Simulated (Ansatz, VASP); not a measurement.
One calculation of CdF2, two programs

INCAR

```
SYSTEM = CdF2
ALGO = Normal ; EDIFF = 1E-6
ENCUT = 600 ; GGA_COMPAT = .False.
ISIF = 2 ; ISMEAR = 0
LASPH = .True. ; LCHARG = .False.
LREAL = .False. ; LWAVE = .False.
NBANDS = 24 ; NELM = 120
PREC = Accurate ; SIGMA = 0.05
```

KPOINTS

```
k-points
0
Gamma
  8 8 8
  0 0 0
```

Contents of POSCAR:

```
CdF2
1.0
    0.0000000000      2.6940000000      2.6940000000
    2.6940000000      0.0000000000      2.6940000000
    2.6940000000      2.6940000000      0.0000000000
Cd F
1 2
Direct
    0.0080366129      0.0080366129      0.0080366129
    0.2500000000      0.2500000000      0.2500000000
    0.7500000000      0.7500000000      0.7500000000
```

Input for Ansatz:

```yaml
crystal:
  lattice:
    - [0.0, 2.694, 2.694]
    - [2.694, 0.0, 2.694]
    - [2.694, 2.694, 0.0]
  atoms:
    - { symbol: Cd, position: [0.0080366129, 0.0080366129, 0.0080366129] }
    - { symbol: F, position: [0.25, 0.25, 0.25] }
    - { symbol: F, position: [0.75, 0.75, 0.75] }
basis:
  ecutwfc: 420
kpoints:
  mp_grid: { grid: [8, 8, 8] }
hamiltonian:
  xc: lda
scf:
  occupations: { method: gaussian, width: 0.05 }
output:
  forces: true
  stress: true
  eigenvalues: true
```

Change from the starting cell: all Cd atoms moved +0.075 Å, as atom 1 along Cartesian [1 1 1].

Alike in both runs: task single point; functional LDA; k mesh 8 × 8 × 8; occupations gaussian, width 0.05 eV; no spin polarisation.

```csv
,VASP,Ansatz
version,VASP 6.6.1,Ansatz 0.2.0
potentials or method,"VASP PAW LDA potentials, release 64 (Cd_sv_GW, F), cutoff 600 eV","scalar-relativistic, plane waves, PAW"
valence electrons in the cell,34,34
```

|  | VASP | Ansatz | Ansatz less VASP |
| --- | --- | --- | --- |
| gap on the k mesh at the Fermi level (eV) | 2.82 | 2.82 | -0.002 |
| least direct gap on the mesh (eV) | 3.30 | 3.29 | -0.008 |
| pressure (GPa) | -6.0 | -5.4 | +0.59 |
| traceless stress, the component that is largest in VASP (GPa) | 0.19 | 0.19 | -0.006 |
| rms of the force components (eV/Å) | 0.141 | 0.136 | -0.0048 |

LDA's correlation is that of Perdew and Zunger in VASP and of Perdew and Wang (1992) in Ansatz. Atom by atom the forces differ by 0.005 eV/Å (rms over components).
